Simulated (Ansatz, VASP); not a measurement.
## One calculation of Ga, two programs

```
Ga
1.0
    -1.69835    1.69835    1.69835
     1.69835   -1.69835    1.69835
     1.69835    1.69835   -1.69835
Ga
1
Direct
  0.00000 0.00000 0.00000
```

Alike in both runs: task relaxation of cell and atoms; functional BLYP; k mesh 13 × 13 × 13; occupations fermi-dirac, width 0.1 eV; no spin polarisation.

```csv
,VASP,Ansatz
version,VASP 6.6.1,Ansatz 0.2.0
potentials or method,"VASP PAW PBE potentials, release 64 (Ga_d), cutoff 600 eV","plane waves (420 eV) with PAW, scalar-relativistic"
valence electrons in the cell,13,13
```

VASP gave:

| Quantity | Value |
| --- | --- |
| relaxed volume (Å³/atom) | 21.94 |
| relaxed cell length with the largest relative difference (Å) | 3.054 |

Task: Which values does Ansatz return?

Result: Relaxed volume (Å³/atom): 21.92; relaxed cell length with the largest relative difference (Å): 3.054.

VASP's potentials were made for PBE, not for BLYP.
